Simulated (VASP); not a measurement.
Input of a VASP 6.6.1 run:

INCAR

```
SYSTEM = Ge
  PREC = Accurate
  ENCUT = 520
  EDIFF = 1E-6
  ISMEAR = -1
  SIGMA = 0.05
  LREAL = .False.
  LASPH = .True.
  NELM = 80
  ALGO = Normal
  ISIF = 2
  LWAVE = .False.
  LCHARG = .False.
  GGA = PE
  NBANDS = 13
```

Contents of KPOINTS:

```
regular mesh
0
Gamma
  18 18 17
  0 0 0
```

Contents of POSCAR:

```
Ge
1.0
    2.4324159508      0.0000000000      0.0000000000
   -1.2162079754      2.1065340059      0.0000000000
    0.0000000000      0.0000000000      2.2678588919
Ge
1
Direct
    0.0000000000      0.0000000000      0.0000000000
```

Potentials or basis: VASP PAW PBE potentials, release 64 (Ge_d).

The run is started by

```sh
$ cat potpaw_PBE.64/Ge_d/POTCAR > POTCAR
$ mpirun -np 1 vasp_std > vasp.out
```

Problem. What does it give for the band gap on the k mesh?

Solution. Zero (bands 7 and 8 overlap by 16.05 eV).

Problem. Estimate the pressure.

Solution. 110.3 GPa.

Stress tensor (GPa, compression positive):
```
110.45   0.00   0.00
  0.00 110.45   0.00
  0.00   0.00 110.10
```

Caveat: the cell stands under pressure.
